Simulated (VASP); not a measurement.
Si4Se3: single point with PBE

The system is Si4Se3.

```
Si Se
1.0
     1.88091    1.08594   12.53770
    -1.88091    1.08594   12.53770
     0.00000   -2.17189   12.53770
Si Se
4 3
Cartesian
  0.0000 0.0000 5.9586
  0.0000 0.0000 31.6545
  0.0000 0.0000 10.9680
  0.0000 0.0000 26.6451
  0.0000 0.0000 22.2085
  0.0000 0.0000 15.4046
  0.0000 0.0000 0.0000
```

```json
{
 "Program": "VASP 6.6.1",
 "Task": "single point",
 "Functional": "PBE",
 "Potentials or basis": "VASP PAW PBE potentials, release 64 (Si, Se)",
 "Cutoff": "520 eV",
 "k mesh": "5 × 5 × 5",
 "Occupations": "gaussian, width 0.2 eV",
 "Spin": "no spin polarisation"
}
```

The pressure is 0.1 GPa, the largest force is 0.069 eV/Å and the band gap on the k mesh is 0.10 eV (least direct gap 0.27 eV).

Forces on the atoms (eV/Å):
```
Si   0.000  0.000  0.013
Si   0.000  0.000 -0.013
Si   0.000  0.000  0.069
Si   0.000  0.000 -0.069
Se   0.000  0.000 -0.045
Se   0.000  0.000  0.045
Se   0.000  0.000  0.000
```

Stress tensor (GPa, compression positive):
```
0.06 0.00 0.00
0.00 0.06 0.00
0.00 0.00 0.19
```

Levels at points of the mesh, in eV from the valence-band top:
```csv
k point,band 14,band 15,band 16,band 17,band 18,band 19,band 20,band 21
"(0.00, 0.00, 0.00)",-1.05,-0.61,-0.55,-0.55,0.45,0.86,1.59,1.59
```

Run time: 12 min on 1 thread of AMD EPYC 9R45 96-Core Processor (Zen 5), on a shared host, peak memory 1.4 GiB.

Caveat: an odd mesh through Γ misses points on the zone boundary, where band edges can lie.
